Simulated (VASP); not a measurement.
AgBr:

```
CELL_PARAMETERS angstrom
0.00000 2.87015 2.87015
2.87015 0.00000 2.87015
2.87015 2.87015 0.00000
ATOMIC_POSITIONS crystal
Ag 0.00000 0.00000 0.00000
Br 0.50000 0.50000 0.50000
```

```yaml
Program: VASP 6.6.1
Task: relaxation of cell and atoms
Functional: PBE
Potentials_or_basis: VASP PAW PBE potentials, release 64 (Ag, Br)
Cutoff: 500 eV
k_mesh: 8 × 8 × 8
Occupations: methfessel-paxton, width 0.15 eV
Spin: no spin polarisation
```

At the start: pressure 2.3 GPa; volume 23.64 Å³/atom.

Q: How do energy, volume and symmetry change on relaxing?

A: Over 3 steps the energy falls by 8.4 meV/atom and the volume is 24.89 Å³/atom (+5.3 %); space group Fm-3m (No. 225, to 0.1 Å) before and after.

The path:
```csv
step,energy change (eV),largest force (eV/Å),pressure (GPa),volume (Å³)
1,0.0000,0.0000,2.27,47.29
2,-0.0167,0.0000,0.12,49.62
3,-0.0167,0.0000,0.00,49.77
```

Final structure:
```yaml
crystal:
  lattice:
    - [0.00000, 2.91958, 2.91958]
    - [2.91958, 0.00000, 2.91958]
    - [2.91958, 2.91958, 0.00000]
  atoms:
    - { symbol: Ag, position: [0.00000, 0.00000, 0.00000] }
    - { symbol: Br, position: [0.50000, 0.50000, 0.50000] }
```
